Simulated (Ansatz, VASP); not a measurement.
MgO: VASP beside Ansatz

The input INCAR:

```
  ALGO = Normal
  EDIFF = 1E-6
  ENCUT = 520
  GGA = PE
  ISIF = 2
  ISMEAR = 0
  LASPH = True
  LCHARG = True
  LELF = True
  LREAL = False
  LVHAR = True
  LWAVE = False
  NBANDS = 16
  NELM = 80
  PREC = Accurate
  SIGMA = 0.05
```

The input KPOINTS:

```
k-points
0
Gamma
  9 9 6
```

File POSCAR:

```
MgO
1.0
    3.0832000000      0.0000000000      0.0000000000
   -1.5416000000      2.6701295249      0.0000000000
    0.0000000000      0.0000000000      4.9850000000
Mg O
2 2
Direct
    0.3333333333      0.6666666667      0.0063188013
    0.6666666667      0.3333333333      0.5063188013
    0.3333333333      0.6666666667      0.3982811987
    0.6666666667      0.3333333333      0.8982811987
```

Input for Ansatz:

```yaml
crystal:
  lattice:
    - [3.0832, 0.0, 0.0]
    - [-1.5416, 2.6701295249, 0.0]
    - [0.0, 0.0, 4.985]
  atoms:
    - { symbol: Mg, position: [0.3333333333, 0.6666666667, 0.0063188013] }
    - { symbol: Mg, position: [0.6666666667, 0.3333333333, 0.5063188013] }
    - { symbol: O, position: [0.3333333333, 0.6666666667, 0.3982811987] }
    - { symbol: O, position: [0.6666666667, 0.3333333333, 0.8982811987] }
basis:
  ecutwfc: 520.0
kpoints:
  mp_grid: { grid: [9, 9, 6] }
hamiltonian:
  xc: pbe
  pseudopotentials: { kind: paw, azcp: { folder: soft_1 } }
scf:
  occupations: { method: gaussian, width: 0.05 }
output:
  forces: true
  stress: true
  eigenvalues: true
```

Alike in both runs: task single point; functional PBE; k mesh 9 × 9 × 6; occupations gaussian, width 0.05 eV; no spin polarisation.

```csv
,VASP,Ansatz
version,VASP 6.6.1,Ansatz 0.2.0
potentials or method,"VASP PAW PBE potentials, release 64 (Mg, O), cutoff 520 eV","scalar-relativistic, plane waves, PAW"
valence electrons in the cell,16,32
```

```tsv
	VASP	Ansatz	Ansatz less VASP
gap on the k mesh at the Fermi level (eV)	4.50	4.51	+0.014
least direct gap on the mesh (eV)	4.50	4.51	+0.014
rms of the force components (eV/Å)	0.360	0.352	-0.0082
```

Atom by atom the forces differ by 0.008 eV/Å (rms over components). VASP's potentials hold 16 valence electrons a cell and Ansatz's 32, so a difference there can come from the potentials and not from the codes.
